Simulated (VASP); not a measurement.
# HfC (Fm-3m) in VASP: a series of runs, part 2 of 2

VASP 6.6.1. The steps go on from the part before.

### 3 Single point, r2SCAN

This run uses another cell than the first one, of 13.07 Å³/atom, 1.020 times its volume.

File POSCAR:

```
HfC
1.0
    0.0000000000      2.3555956139      2.3555956139
    2.3555956139      0.0000000000      2.3555956139
    2.3555956139      2.3555956139      0.0000000000
Hf C
1 1
Direct
    0.5000000000      0.5000000000      0.5000000000
    0.0000000000      0.0000000000      0.0000000000
```

File INCAR.step1:

```
SYSTEM = HfC
  ALGO = Normal
  EDIFF = 1E-4
  ENCUT = 520
  GGA = PE
  ISMEAR = -1
  LASPH = .TRUE.
  LCHARG = .FALSE.
  LREAL = .FALSE.
  LWAVE = .TRUE.
  NBANDS = 14
  NELM = 80
  PREC = Accurate
  SIGMA = 0.05
```

File INCAR.step2:

```
SYSTEM = HfC
  ALGO = Normal
  EDIFF = 1E-6
  ENCUT = 520
  ISIF = 2
  ISMEAR = -1
  ISTART = 1
  LASPH = .TRUE.
  LCHARG = .FALSE.
  LMIXTAU = .TRUE.
  LREAL = .FALSE.
  LWAVE = .FALSE.
  METAGGA = R2SCAN
  NBANDS = 14
  NELM = 80
  PREC = Accurate
  SIGMA = 0.05
```

File KPOINTS:

```
k-points
0
G
  10 10 10
  0 0 0
```

Potentials or basis: VASP PAW PBE potentials, release 64 (Hf_pv, C).

Run with:

```bash
> cat potpaw_PBE.64/Hf_pv/POTCAR potpaw_PBE.64/C/POTCAR > POTCAR
> cp INCAR.step1 INCAR
> mpirun -np 1 vasp_std > vasp.out
> cp INCAR.step2 INCAR
> mpirun -np 1 vasp_std > vasp.out
```

OUTCAR:

```text
SYSTEM = HfC
   EDIFF = 1E-6
   ENCUT = 520
   ISIF = 2
   ISMEAR = -1
   ISTART = 1
   LASPH = .TRUE.
   LREAL = .FALSE.
   METAGGA = R2SCAN
   NELM = 80
   PREC = Accurate

 ion  position               nearest neighbor table
   1  0.500  0.500  0.500-   2 2.36   2 2.36   2 2.36   2 2.36   2 2.36   2 2.36
   2  0.000  0.000  0.000-   1 2.36   1 2.36   1 2.36   1 2.36   1 2.36   1 2.36

  LATTYP: Found a face centered cubic cell.
 ALAT       =     4.7111912278

  Lattice vectors:

 A1 = (   0.0000000000,   2.3555956139,   2.3555956139)
 A2 = (   2.3555956139,   0.0000000000,   2.3555956139)
 A3 = (   2.3555956139,   2.3555956139,   0.0000000000)

Analysis of symmetry for initial positions (statically):
=====================================================================
 Subroutine PRICEL returns:
 Original cell was already a primitive cell.

 Routine SETGRP: Setting up the symmetry group for a
 face centered cubic supercell.

 Subroutine GETGRP returns: Found 48 space group operations
 (whereof 48 operations were pure point group operations)
 out of a pool of 48 trial point group operations.

The static configuration has the point symmetry O_h .

Analysis of symmetry for dynamics (positions and initial velocities):
[... 171 lines left out ...]
      4      -7.2295      2.00000
      5       6.5873      0.00000
      6       6.5873      0.00000
      7       6.5873      0.00000
      8       7.2135      0.00000
      9       7.2135      0.00000
     10       7.2135      0.00000
     11       9.0126      0.00000
     12       9.0126      0.00000
     13      12.5931      0.00000
     14      17.2531      0.00000
[... 377 lines left out ...]
      1     -25.7779      2.00000
      2     -25.5249      2.00000
      3     -25.5073      2.00000
      4      -5.2240      2.00000
      5       1.7531      2.00000
      6       3.8933      2.00000
      7       4.8153      2.00000
      8       5.9065      0.02184
      9      10.9199      0.00000
     10      12.0540      0.00000
     11      12.1726      0.00000
     12      13.9270      0.00000
     13      17.2538      0.00000
     14      18.1062      0.00000

 [... further k-points ...]
[... 5 lines left out ...]
  --------------------------------------------------------------------------------------
  -------------------------------------------------------------------------------------
  Total       -1.8371450     -1.8371450     -1.8371450     -0.0000000      0.0000000      0.0000000
  in kB     -112.5956991   -112.5956991   -112.5956991     -0.0000000      0.0000000      0.0000000
  external PRESSURE =    -112.5956991 kB  Pullay stress =       0.0000000 kB

 VOLUME and BASIS-vectors are now :
 -----------------------------------------------------------------------------
  energy-cutoff  :      520.00
  volume of cell :       26.14
      direct lattice vectors                 reciprocal lattice vectors
     0.000000000  2.355595614  2.355595614    -0.212260541  0.212260541  0.212260541
     2.355595614  0.000000000  2.355595614     0.212260541 -0.212260541  0.212260541
     2.355595614  2.355595614  0.000000000     0.212260541  0.212260541 -0.212260541

 POSITION                                       TOTAL-FORCE (eV/Angst)
 -----------------------------------------------------------------------------------
      2.35560      2.35560      2.35560         0.000000      0.000000     -0.000000
      0.00000      0.00000      0.00000         0.000000     -0.000000      0.000000
 -----------------------------------------------------------------------------------
    total drift:                                0.000000      0.000000      0.000000

  FREE ENERGIE OF THE ION-ELECTRON SYSTEM (eV)
  ---------------------------------------------------
  free  energy   TOTEN  =       -57.2958312795 eV

  energy  without entropy=      -57.2936852504  energy(sigma->0) =      -57.29475826
```

OUTCAR.step1:

```text
SYSTEM = HfC
   EDIFF = 1E-4
   ENCUT = 520
   GGA = PE
   ISMEAR = -1
   LASPH = .TRUE.
   LREAL = .FALSE.
[... 628 lines left out ...]
      2.35560      2.35560      2.35560         0.000000      0.000000      0.000000
      0.00000      0.00000      0.00000        -0.000000     -0.000000     -0.000000
 -----------------------------------------------------------------------------------
    total drift:                                0.000000      0.000000      0.000000

  FREE ENERGIE OF THE ION-ELECTRON SYSTEM (eV)
  ---------------------------------------------------
  free  energy   TOTEN  =       -21.0140216732 eV

  energy  without entropy=      -21.0109537424  energy(sigma->0) =      -21.01248771
```

It took 82 s on 1 thread of Intel Xeon Platinum 8259CL at 2.50GHz (Skylake/Cascade Lake), shared host; peak memory 0.17 GiB.

What came out:

| Quantity | Value |
| --- | --- |
| Free energy | -57.2958 eV |
| Pressure | -11.3 GPa |
| Band gap on the k mesh | zero (band 7 reaches 6.59 eV, above the bottom of band 8 at 5.14 eV) |

Caveat: the PAW data sets were made with another functional, which shifts forces and pressure a little; spin-orbit coupling is left out, which moves the levels of the heavy elements.

### 4 Single point, PBE

This run uses another cell than the first one, of 12.57 Å³/atom, 0.980 times its volume.

File INCAR:

```
  ALGO = Normal
  EDIFF = 1E-6
  ENCUT = 520
  GGA = PE
  ISIF = 2
  ISMEAR = -1
  LASPH = T
  LCHARG = F
  LREAL = F
  LWAVE = F
  NBANDS = 14
  NELM = 100
  PREC = Accurate
  SIGMA = 0.04
```

File KPOINTS:

```
k-points
0
Gamma
  7 7 7
```

File POSCAR:

```
HfC
1.0
    0.0000000000      2.3250000000      2.3250000000
    2.3250000000      0.0000000000      2.3250000000
    2.3250000000      2.3250000000      0.0000000000
Hf C
1 1
Direct
    0.5000000000      0.5000000000      0.5000000000
    0.0000000000      0.0000000000      0.0000000000
```

Run with:

```bash
> cat potpaw_PBE.64/Hf_pv/POTCAR potpaw_PBE.64/C/POTCAR > POTCAR
> mpirun -np 1 vasp_std > vasp.out
```

Wall time 5.6 s (1 thread of Intel Xeon Platinum 8259CL at 2.50GHz (Skylake/Cascade Lake), shared host); peak memory 0.14 GiB.

The run converged. Its results:

```yaml
Free_energy: -21.0389 eV
Pressure: -0.4 GPa
Band_gap_on_the_k_mesh: zero (band 7 reaches 6.96 eV, above the bottom of band 8 at 5.54 eV)
```

Levels at points of the mesh, in eV from the Fermi level:
```
           k point  band 5  band 6  band 7  band 8  band 9  band 10
(0.00, 0.00, 0.00)    1.12    1.12    1.12    1.51    1.51     1.51
```

Caveat: spin-orbit coupling is left out, which moves the levels of the heavy elements.

### 5 Single point, PBE

This run uses another cell than the first one, of 12.57 Å³/atom, 0.980 times its volume.

File INCAR:

```
PREC = Accurate
ENCUT = 520
EDIFF = 1E-6
ISMEAR = 0
SIGMA = 0.013000000000000001
LREAL = F
LASPH = T
NELM = 80
ALGO = Normal
ISIF = 2
LWAVE = F
LCHARG = F
GGA = PE
NBANDS = 14
```

File KPOINTS:

```
regular mesh
0
Gamma
  10 10 10
```

POSCAR is that of step 4.

Run with:

```bash
> cat potpaw_PBE.64/Hf_pv/POTCAR potpaw_PBE.64/C/POTCAR > POTCAR
> mpirun -np 1 vasp_std > vasp.out
```

Wall time 12 s (1 thread of Intel Xeon Platinum 8259CL at 2.50GHz (Skylake/Cascade Lake), shared host); peak memory 0.14 GiB.

The run converged. Its results:

```
Free energy            : -21.0428 eV
Pressure               : -0.5 GPa
Band gap on the k mesh : zero (band 7 reaches 6.95 eV, above the bottom of band 8 at 5.55 eV)
```

Levels at points of the mesh, in eV from the Fermi level:
| k point | band 4 | band 5 | band 6 | band 7 | band 8 | band 9 | band 10 | band 11 |
| --- | --- | --- | --- | --- | --- | --- | --- | --- |
| (0.00, 0.00, 0.00) | -12.33 | 0.98 | 0.98 | 0.98 | 1.38 | 1.38 | 1.38 | 3.38 |
| (0.50, 0.00, 0.00) | -8.58 | -6.15 | -3.00 | -3.00 | 5.30 | 5.30 | 5.77 | 6.53 |
| (0.50, 0.50, 0.00) | -10.43 | -2.60 | -1.79 | -0.11 | -0.11 | 5.29 | 6.72 | 6.72 |

Caveat: spin-orbit coupling is left out, which moves the levels of the heavy elements.

### 6 Summary

| level | cell | k mesh | smearing | gap on the mesh (eV) | pressure (GPa) |
| --- | --- | --- | --- | --- | --- |
| r2SCAN | a = 3.310 Å, angles 60.0°, 2 atoms | 10 × 10 × 10 | fermi-dirac 0.05 eV | none | -7.1 |
| r2SCAN | a = 3.331 Å, angles 60.0°, 2 atoms | 10 × 10 × 10 | fermi-dirac 0.05 eV | none | -11.3 |
| PBE | a = 3.288 Å, angles 60.0°, 2 atoms | 7 × 7 × 7 | fermi-dirac 0.04 eV | none | -0.4 |
| PBE | a = 3.288 Å, angles 60.0°, 2 atoms | 10 × 10 × 10 | gaussian 0.013 eV | none | -0.5 |

Alike in all rows: task single point; potentials or basis VASP PAW PBE potentials, release 64 (Hf_pv, C); no spin polarisation; cutoff (eV) 520.

Caveats: spin-orbit coupling is left out, which moves the levels of the heavy elements; the PAW data sets were made with another functional, which shifts forces and pressure a little (some runs).

Absolute energies hang on the potentials; compare differences alone.
